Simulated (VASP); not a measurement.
Set up this calculation in VASP 6.6.1, as the native input.

```yaml
Task: single point
Functional: PBE
Potentials_or_basis: VASP PAW PBE potentials, release 64 (Hf_pv, B)
Cutoff: 520 eV
k_mesh: 6 × 6 × 4
Occupations: gaussian, width 0.2 eV
Spin: no spin polarisation
Dipole_correction: no
Further_INCAR_settings: ALGO = Normal; EDIFF = 1e-06; NBANDS = 33
```

The structure of HfB4 lies in POSCAR:

```
HfB4
1.0
   -2.2687531259      2.2687531259     -3.1981639151
    2.2687531259      2.2687531259     -3.1981639151
    0.0000000000     -4.5375062518     -6.3963278301
Hf B
2 8
Direct
    0.5000000000      0.5000000000      0.5000000000
    1.0000000000      0.0000000000      0.0000000000
    0.8122891697      0.8122891697      0.8122891697
    0.3122891697      0.3122891697      0.3122891697
    0.6877108303      0.6877108303      0.6877108303
    0.1877108303      0.1877108303      0.1877108303
    0.2500000000      0.2500000000      0.7500000000
    0.7500000000      0.7500000000      0.2500000000
    1.0000000000      0.0000000000      0.5000000000
    0.5000000000      0.5000000000      0.0000000000
```

The input as run:

INCAR

```
PREC = Accurate ; ENCUT = 520
EDIFF = 1E-6 ; ISMEAR = 0
SIGMA = 0.2 ; LREAL = False
LASPH = True ; NELM = 60
ALGO = Normal ; ISIF = 2
LWAVE = False ; LCHARG = False
GGA = PE ; NBANDS = 33
```

KPOINTS

```
Automatic mesh
0
Gamma
  6 6 4
```

Potentials or basis: VASP PAW PBE potentials, release 64 (Hf_pv, B).

Command:

```sh
$ cat potpaw_PBE.64/Hf_pv/POTCAR potpaw_PBE.64/B/POTCAR > POTCAR
$ mpirun -np 1 vasp_std > vasp.out
```

Results of the run:

```
Pressure               : 0.2 GPa
Largest force          : 0.033 eV/Å
Band gap on the k mesh : zero (bands 22 and 23 overlap by 1.44 eV)
```

Caveat: spin-orbit coupling is left out, which moves the levels of the heavy elements.

Wall time 96 s on 1 thread of Intel(R) Xeon(R) 6975P-C (Granite Rapids) (shared host), peak memory 0.35 GiB.
